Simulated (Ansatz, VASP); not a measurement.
# Two plane-wave programs on SrCl

```
Sr Cl
1.0
     0.00000    3.08039    3.08039
     3.08039    0.00000    3.08039
     3.08039    3.08039    0.00000
Sr Cl
1 1
Cartesian
  0.0000 0.0000 0.0000
  1.5402 1.5402 1.5402
```

Change from the starting cell: species swapped into the HgS type (F-43m, No. 216).

Alike in both runs: task single point; functional PBE; k mesh 6 × 6 × 6; occupations gaussian, width 0.1 eV; no spin polarisation.

|  | VASP | Ansatz |
| --- | --- | --- |
| version | VASP 6.6.1 | Ansatz 0.2.0 |
| potentials or method | VASP PAW PBE potentials, release 64 (Sr_sv, Cl), cutoff 520 eV | scalar-relativistic, plane waves, PAW |
| valence electrons in the cell | 17 | 17 |

Ansatz gave:

| Quantity | Value |
| --- | --- |
| gap on the k mesh at the Fermi level (eV) | none |
| pressure (GPa) | 12.0 |

Question: What did VASP give for the same quantities?

Answer: gap on the k mesh at the Fermi level (eV): none; pressure (GPa): 12.3.

A gap of «none» marks a metal or a gap that the smearing closes.
